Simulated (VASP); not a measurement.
The system is SiC.

```
CELL_PARAMETERS angstrom
0.00000 2.01387 2.01387
2.01387 0.00000 2.01387
2.01387 2.01387 0.00000
ATOMIC_POSITIONS crystal
Si 0.00000 0.00000 0.00000
C 0.50000 0.50000 0.50000
```

Base run:

| Item | Value |
| --- | --- |
| Program | VASP 6.6.1 |
| Functional | PBE |
| Potentials or basis | VASP PAW PBE potentials, release 64 (Si, C) |
| Cutoff | 600 eV |
| k mesh | 8 × 8 × 8 |
| Occupations | gaussian, width 0.2 eV |
| Spin | no spin polarisation |

Its results: band gap on the k mesh zero (band 4 reaches 12.70 eV, above the bottom of band 5 at 11.81 eV); pressure 5.8 GPa.

Q: After a change of settings the same cell gave: band gap on the k mesh zero (band 4 reaches 12.66 eV, above the bottom of band 5 at 11.82 eV); pressure 9.9 GPa. Which change was it?
A. occupations from gaussian, width 0.2 eV to fermi-dirac, width 0.2 eV
B. cutoff from 600 eV to 520 eV; occupations from gaussian, width 0.2 eV to fermi-dirac, width 0.02 eV; further incar settings from ALGO = Normal; EDIFF = 1e-06; NBANDS = 11 to ALGO = Normal; EDIFF = 1e-07; NBANDS = 11
C. occupations from gaussian, width 0.2 eV to fermi-dirac, width 0.5 eV
D. cutoff from 600 eV to 520 eV; occupations from gaussian, width 0.2 eV to fermi-dirac, width 0.02 eV

A: C.
